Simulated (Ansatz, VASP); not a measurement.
## Two plane-wave programs on Te2Mo

Contents of POSCAR:

```
Te2Mo
1.0
    3.4198924191      0.0000000000      0.0000000000
   -1.7099462096      2.9617137132      0.0000000000
    0.0000000000      0.0000000000     24.7301496301
Te Mo
4 2
Direct
    0.3333333333      0.6666666667      0.0765285846
    0.6666666667      0.3333333333      0.7787587513
    0.6666666667      0.3333333333      0.9234714154
    0.3333333333      0.6666666667      0.2212412487
    0.3333333333      0.6666666667      0.8510711437
    0.6666666667      0.3333333333      0.1489288563
```

Contents of INCAR.step1:

```
PREC = Accurate ; ENCUT = 520
ISMEAR = 0 ; SIGMA = 0.05
LREAL = False ; LASPH = True
NELM = 60 ; NBANDS = 35
GGA = PE ; ALGO = Normal
EDIFF = 1E-4 ; LWAVE = True
LCHARG = False
```

INCAR.step2

```
PREC = Accurate ; ENCUT = 520
EDIFF = 1E-6 ; ISMEAR = 0
SIGMA = 0.05 ; LREAL = False
LASPH = True ; NELM = 60
ALGO = Normal ; ISIF = 2
LWAVE = False ; LCHARG = False
METAGGA = R2SCAN ; LMIXTAU = True
NBANDS = 35 ; ISTART = 1
```

KPOINTS

```
regular mesh
0
Gamma
  12 12 2
```

Input for Ansatz:

```yaml
crystal:
  lattice:
    - [3.4198924191, 0.0, 0.0]
    - [-1.7099462096, 2.9617137132, 0.0]
    - [0.0, 0.0, 24.7301496301]
  atoms:
    - { symbol: Te, position: [0.3333333333, 0.6666666667, 0.0765285846] }
    - { symbol: Te, position: [0.6666666667, 0.3333333333, 0.7787587513] }
    - { symbol: Te, position: [0.6666666667, 0.3333333333, 0.9234714154] }
    - { symbol: Te, position: [0.3333333333, 0.6666666667, 0.2212412487] }
    - { symbol: Mo, position: [0.3333333333, 0.6666666667, 0.8510711437] }
    - { symbol: Mo, position: [0.6666666667, 0.3333333333, 0.1489288563] }
basis:
  ecutwfc: 500
kpoints:
  mp_grid: { grid: [12, 12, 2] }
hamiltonian:
  xc: r2scan
scf:
  occupations: { method: gaussian, width: 0.05 }
output:
  forces: true
  stress: true
  eigenvalues: true
```

Change from the starting cell: strain -0.040 along x and y, +0.000 along z, atoms carried along.

Alike in both runs: task single point; functional r2SCAN; k mesh 12 × 12 × 2; occupations gaussian, width 0.05 eV; no spin polarisation.

|  | VASP | Ansatz |
| --- | --- | --- |
| version | VASP 6.6.1 | Ansatz 0.2.0 |
| potentials or method | VASP PAW PBE potentials, release 64 (Te, Mo_sv), cutoff 520 eV | scalar-relativistic, plane waves, PAW |
| valence electrons in the cell | 52 | 92 |

VASP gave:

| Item | Value |
| --- | --- |
| gap on the k mesh at the Fermi level (eV) | 1.25 |
| least direct gap on the mesh (eV) | 1.41 |
| rms of the force components (eV/Å) | 0.405 |

Q: Which values does Ansatz return?

A: gap on the k mesh at the Fermi level (eV): 1.24; least direct gap on the mesh (eV): 1.41; rms of the force components (eV/Å): 0.392.

VASP's potentials were made for PBE, not for r2SCAN. Atom by atom the forces differ by 0.014 eV/Å (rms over components). The functional is the same, so the differences come from potentials, cutoffs and numerics. VASP's potentials hold 52 valence electrons a cell and Ansatz's 92, so a difference there can come from the potentials and not from the codes.

Neither program's run includes spin-orbit coupling.
